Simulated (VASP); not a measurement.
# Os in VASP: further runs

The runs below take Os through single point, with PBEsol.

All numbers are computed with VASP 6.6.1; they aren't measurements. Logs are shortened: lines on timing, memory, paths and dates and some standing lists are left out, and cuts for length are marked.

## (1) The cell of the first run

Symmetry: Fmmm, No. 69, orthorhombic system. The conventional cell has a = 3.888 Å, b = 3.908 Å, c = 8.253 Å, α = 90.00°, β = 90.00°, γ = 90.00°. Os (site symmetry mm2) has 9 Os at 2.48 to 2.76 Å within 3.3 Å.

## (2) Single point, PBEsol

INCAR reads:

```
SYSTEM = Os
PREC = Accurate
ENCUT = 520
EDIFF = 1E-7
ISMEAR = 0
SIGMA = 0.1
LREAL = .FALSE.
LASPH = .TRUE.
NELM = 60
ALGO = Normal
ISIF = 2
LWAVE = .FALSE.
LCHARG = .FALSE.
GGA = PS
NBANDS = 24
```

KPOINTS reads:

```
regular mesh
0
G
  6 6 4
  0 0 0
```

POSCAR reads:

```
Os
1.0
    1.9539176024     -4.1265497201      0.0000000000
    1.9539176024      4.1265497201      0.0000000000
    0.0000000000      0.0000000000      3.8882621327
Os
4
Direct
    0.1502828779      0.8497171221     -0.0000084791
    0.6502828779      0.3497171221      0.5000084791
    0.8497171221      0.1502828779      1.0000084791
    0.3497171221      0.6502828779      0.4999915209
```

Potentials or basis: VASP PAW PBE potentials, release 64 (Os).

Run with:

```bash
$ cat potpaw_PBE.64/Os/POTCAR > POTCAR
$ mpirun -np 1 vasp_std > vasp.out
```

OUTCAR:

```text
SYSTEM = Os
   PREC = Accurate
   ENCUT = 520
   EDIFF = 1E-7
   ISMEAR = 0
   LREAL = .FALSE.
   LASPH = .TRUE.
   NELM = 60
   ISIF = 2
   GGA = PS

 ion  position               nearest neighbor table
   1  0.150  0.850  1.000-   3 2.48   4 2.55   4 2.55   3 2.55   3 2.55   2 2.76   2 2.76   2 2.76
                             2 2.76
   2  0.650  0.350  0.500-   4 2.48   3 2.55   3 2.55   4 2.55   4 2.55   1 2.76   1 2.76   1 2.76
                             1 2.76
   3  0.850  0.150  0.000-   1 2.48   2 2.55   2 2.55   1 2.55   1 2.55   4 2.76   4 2.76   4 2.76
                             4 2.76
   4  0.350  0.650  0.500-   2 2.48   1 2.55   1 2.55   2 2.55   2 2.55   3 2.76   3 2.76   3 2.76
                             3 2.76

  LATTYP: Found a base centered orthorhombic cell.
 ALAT       =     3.9078352048
 B/A-ratio  =     2.1119364066
 C/A-ratio  =     0.9949913261

  Lattice vectors:

 A1 = (   1.9539176024,  -4.1265497201,   0.0000000000)
 A2 = (   1.9539176024,   4.1265497201,   0.0000000000)
 A3 = (   0.0000000000,   0.0000000000,   3.8882621327)

Analysis of symmetry for initial positions (statically):
=====================================================================
 Subroutine PRICEL returns:
 Original cell was already a primitive cell.

 Routine SETGRP: Setting up the symmetry group for a
 base centered orthorhombic supercell.

 Subroutine GETGRP returns: Found  8 space group operations
 (whereof  4 operations were pure point group operations)
 out of a pool of  8 trial point group operations.

The static configuration has the point symmetry C_2h.
 The point group associated with its full space group is D_2h.

Analysis of symmetry for dynamics (positions and initial velocities):
=====================================================================
 Subroutine PRICEL returns:
 Original cell was already a primitive cell.

 Routine SETGRP: Setting up the symmetry group for a
 base centered orthorhombic supercell.

 Subroutine GETGRP returns: Found  8 space group operations
 (whereof  4 operations were pure point group operations)
 out of a pool of  8 trial point group operations.

The dynamic configuration has the point symmetry C_2h.
 The point group associated with its full space group is D_2h.

 Subroutine INISYM returns: Found  8 space group operations
 (whereof  4 operations are pure point group operations),
 and found     1 'primitive' translations

----------------------------------------------------------------------------------------

                                     Primitive cell
[... 97 lines left out ...]
   EDIFFG = 0.1E-05   stopping-criterion for IOM
   NSW    =      0    number of steps for IOM
   IBRION =     -1    ionic relax: 0-MD 1-quasi-New 2-CG
   NFREE  =      0    steps in history (QN), initial steepest desc. (CG)
   ISIF   =      2    stress and relaxation
   ISYM   =      2    0-nonsym 1-usesym 2-fastsym
   POTIM  = 0.5000    time-step for ionic-motion
   TEBEG  =    0.0;   TEEND  =   0.0 temperature during run
   PSTRESS=    0.0 pullay stress
   NELECT =      32.0000    total number of electrons
   NUPDOWN=      -1.0000    fix difference up-down
   EMIN   =  10.00;   EMAX   =-10.00  energy-range for DOS
   EFERMI =   0.00;   METHOD = LEGACY
   ISMEAR =     0;   SIGMA  =   0.10  broadening in eV -4-tet -1-fermi 0-gaus
   EFERMI_NEDOS =   21; number of points for ismear=-14 and -15
   IALGO  =     38    algorithm
   IMIX   =      4    mixing-type and parameters
     AMIX     =   0.40;   BMIX     =  1.00
     AMIX_MAG =   1.60;   BMIX_MAG =  1.00
  volume/ion in A,a.u.               =      15.68       105.78
  Fermi-wavevector in a.u.,A,eV,Ry     =   1.308273  2.472278 23.287453  1.711579
  Thomas-Fermi vector in A             =   2.438951
   LORBIT       =      0    0 simple, 1 ext, 2 COOP (PROOUT), +10 PAW based schemes
   GGA     = PS    functional components
   LHFCALC =     F    Hartree Fock is set to
   AEXX    =    0.0000 exact exchange contribution
   IVDW    =     0    specifies the selected vdW correction
   LEPSILON=     F    determine dielectric tensor
   LRPA    =     F    only Hartree local field effects (RPA)
 non-spin polarized calculation
 Gauss-broadening in eV      SIGMA  =   0.10
  energy-cutoff  :      520.00
  volume of cell :       62.70
 maximum number of plane-waves:      1707
 NGX is ok and might be reduce to    36

 number of electron      32.0000001 magnetization

 Free energy of the ion-electron system (eV)
  ---------------------------------------------------
  ext. energy  EPLUGINS =         0.00000000
  ---------------------------------------------------
  free energy    TOTEN  =       -46.71864191 eV

  energy without entropy =      -46.71204481  energy(sigma->0) =      -46.71534336

 E-fermi :   7.5781     XC(G=0): -13.3292

 val. band max:        7.5401853081   @ k =   0.5000   0.5000   0.0000
 cond. band min:       7.5789981612   @ k =   0.5000   0.1667   0.0000
 fundamental gap:      0.0388128531
 Fermi energy:         7.5780880110

 k-point     1 :       0.0000    0.0000    0.0000
  band No.  band energies     occupation
      1      -2.3102      2.00000
      2       0.7733      2.00000
      3       1.3374      2.00000
      4       1.4143      2.00000
      5       1.4463      2.00000
      6       1.9944      2.00000
[... 637 lines left out ...]
     23      12.7912      0.00000
     24      12.8984      0.00000

 [... further k-points ...]

------------------------ aborting loop because EDIFF is reached ----------------------------------------

  FORCE on cell =-STRESS in cart. coord.  units (eV):
  Direction    XX          YY          ZZ          XY          YZ          ZX
  --------------------------------------------------------------------------------------
  -------------------------------------------------------------------------------------
  Total        0.2603183     -0.0120771      0.3081175      0.0000000      0.0000000      0.0000000
  in kB        6.6517571     -0.3085981      7.8731433      0.0000000      0.0000000      0.0000000
  external PRESSURE =       4.7387675 kB  Pullay stress =       0.0000000 kB

 VOLUME and BASIS-vectors are now :
 -----------------------------------------------------------------------------
  energy-cutoff  :      520.00
  volume of cell :       62.70
      direct lattice vectors                 reciprocal lattice vectors
     1.953917602 -4.126549720  0.000000000     0.255896154 -0.121166600  0.000000000
     1.953917602  4.126549720  0.000000000     0.255896154  0.121166600  0.000000000
     0.000000000  0.000000000  3.888262133     0.000000000  0.000000000  0.257184306

 POSITION                                       TOTAL-FORCE (eV/Angst)
 -----------------------------------------------------------------------------------
      1.95392      2.88625      3.88823         0.000000      0.055067      0.000641
      1.95392     -1.24030      1.94416         0.000000      0.055067     -0.000641
      1.95392     -2.88625      0.00003         0.000000     -0.055067     -0.000641
      1.95392      1.24030      1.94410         0.000000     -0.055067      0.000641
 -----------------------------------------------------------------------------------
    total drift:                               -0.000000     -0.000000     -0.000000

  FREE ENERGIE OF THE ION-ELECTRON SYSTEM (eV)
  ---------------------------------------------------
  free  energy   TOTEN  =       -46.7186419083 eV

  energy  without entropy=      -46.7120448134  energy(sigma->0) =      -46.71534336
```

It took 40 s on 1 thread of Intel Xeon 6975P-C (Granite Rapids), shared host; peak memory 0.2 GiB.

What came out:

```
Free energy            : -46.7186 eV
Pressure               : 0.5 GPa
Largest force          : 0.055 eV/Å
Band gap on the k mesh : zero (bands 16 and 17 overlap by 3.34 eV)
```

Forces in eV/Å, atoms in the order of the input:
```
Os   0.000  0.055  0.001
Os   0.000  0.055 -0.001
Os   0.000 -0.055 -0.001
Os   0.000 -0.055  0.001
```

Stress tensor (GPa, compression positive):
```
 0.67  0.00  0.00
 0.00 -0.03  0.00
 0.00  0.00  0.79
```

Caveat: the k points lie up to 0.40 Å⁻¹ apart, too coarse for converged energies and pressures of a metal; the PAW data sets were made with another functional, which shifts forces and pressure a little; spin-orbit coupling is left out, which moves the levels of the heavy elements.

## (3) Single point, PBEsol

This run uses another cell than the first one: it holds 2 atoms, not 4.

INCAR reads:

```
ALGO = Fast
EDIFF = 1E-7
ENCUT = 520
GGA = PS
ISIF = 2
ISMEAR = 0
LASPH = True
LCHARG = False
LREAL = False
LWAVE = False
NBANDS = 15
NELM = 60
PREC = Accurate
SIGMA = 0.1
```

KPOINTS reads:

```
k-points
0
Gamma
  28 28 28
```

POSCAR reads:

```
Os
1.0
   -1.3773737884      1.3773737884      4.1289437367
    1.3773737884     -1.3773737884      4.1289437367
    1.3773737884      1.3773737884     -4.1289437367
Os
2
Direct
    0.8500433483      0.8500433483      0.0000000000
    0.1499566517      0.1499566517      0.0000000000
```

Potentials or basis: VASP PAW PBE potentials, release 64 (Os).

Run with:

```bash
$ cat potpaw_PBE.64/Os/POTCAR > POTCAR
$ mpirun -np 1 vasp_std > vasp.out
```

Run time: 15 min. Hardware: 1 thread of Intel Xeon 6975P-C (Granite Rapids), shared host; peak memory 0.78 GiB.

The run converged. Its results:

- Free energy: -23.3525 eV
- Pressure: 0.3 GPa
- Largest force: 0.064 eV/Å
- Band gap on the k mesh: zero (bands 8 and 9 overlap by 4.43 eV)

Forces in eV/Å, atoms in the order of the input:
```
Os   0.000  0.000  0.064
Os   0.000  0.000 -0.064
```

Stress tensor (GPa, compression positive):
```
 0.60  0.00  0.00
 0.00  0.60  0.00
 0.00  0.00 -0.36
```

Levels at points of the mesh, in eV from the Fermi level:
| k point | band 5 | band 6 | band 7 | band 8 | band 9 | band 10 | band 11 | band 12 |
| --- | --- | --- | --- | --- | --- | --- | --- | --- |
| (0.00, 0.00, 0.00) | -2.61 | -1.41 | -1.41 | -0.14 | 0.33 | 0.33 | 2.53 | 2.69 |
| (0.50, 0.00, 0.00) | -2.86 | -2.57 | -1.64 | -0.44 | 1.31 | 2.54 | 3.31 | 3.78 |
| (0.50, 0.50, 0.00) | -2.40 | -1.52 | 2.08 | 2.82 | 2.90 | 3.09 | 3.26 | 7.48 |
| (0.50, 0.50, 0.50) | -2.88 | -2.88 | -2.59 | 0.06 | 2.23 | 2.37 | 2.93 | 2.93 |

Caveat: the PAW data sets were made with another functional, which shifts forces and pressure a little; spin-orbit coupling is left out, which moves the levels of the heavy elements.
